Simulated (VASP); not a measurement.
Write the native input for VASP 6.6.1 that does the following.

- Task: single point
- Functional: PBE
- Potentials or basis: VASP PAW PBE potentials, release 64 (Hf_pv, Pb_d)
- Cutoff: 520 eV
- k mesh: 10 × 10 × 6
- Occupations: gaussian, width 0.1 eV
- Spin: no spin polarisation
- Dipole correction: no
- Further INCAR settings: ALGO = Fast; EDIFF = 1e-06; NBANDS = 43

The structure of Hf2Pb lies in POSCAR:

```
Hf2Pb
1.0
    4.3125705454      0.0000000000      0.0000000000
    0.0000000000      4.3125705454      0.0000000000
    0.0000000000      0.0000000000      7.7514285158
Hf Pb
4 2
Direct
    0.0000000000      0.0000000000      0.0000000000
    0.5000000000      0.5000000000      0.0000000000
    0.0000000000      0.5000000000      0.3103403764
    0.5000000000      0.0000000000      0.6896596236
    0.0000000000      0.5000000000      0.6996768004
    0.5000000000      0.0000000000      0.3003231996
```

The cell was generated, and may not be a known phase.

The input as run:

INCAR

```
  PREC = Accurate
  ENCUT = 520
  EDIFF = 1E-6
  ISMEAR = 0
  SIGMA = 0.1
  LREAL = False
  LASPH = True
  NELM = 100
  ALGO = Fast
  ISIF = 2
  LWAVE = False
  LCHARG = False
  GGA = PE
  NBANDS = 43
```

KPOINTS

```
Automatic mesh
0
Gamma
  10 10 6
```

Potentials or basis: VASP PAW PBE potentials, release 64 (Hf_pv, Pb_d).

Command:

```console
$ cat potpaw_PBE.64/Hf_pv/POTCAR potpaw_PBE.64/Pb_d/POTCAR > POTCAR
$ mpirun -np 1 vasp_std > vasp.out
```

Results of the run:

```yaml
Pressure: -0.4 GPa
Largest_force: 0.013 eV/Å
Band_gap_on_the_k_mesh: zero (bands 34 and 35 overlap by 0.51 eV)
```

Caveat: spin-orbit coupling is left out, which moves the levels of the heavy elements.

Run time: 4.6 min on 1 thread of Intel(R) Xeon(R) 6975P-C (Granite Rapids), on a shared host, peak memory 0.53 GiB.
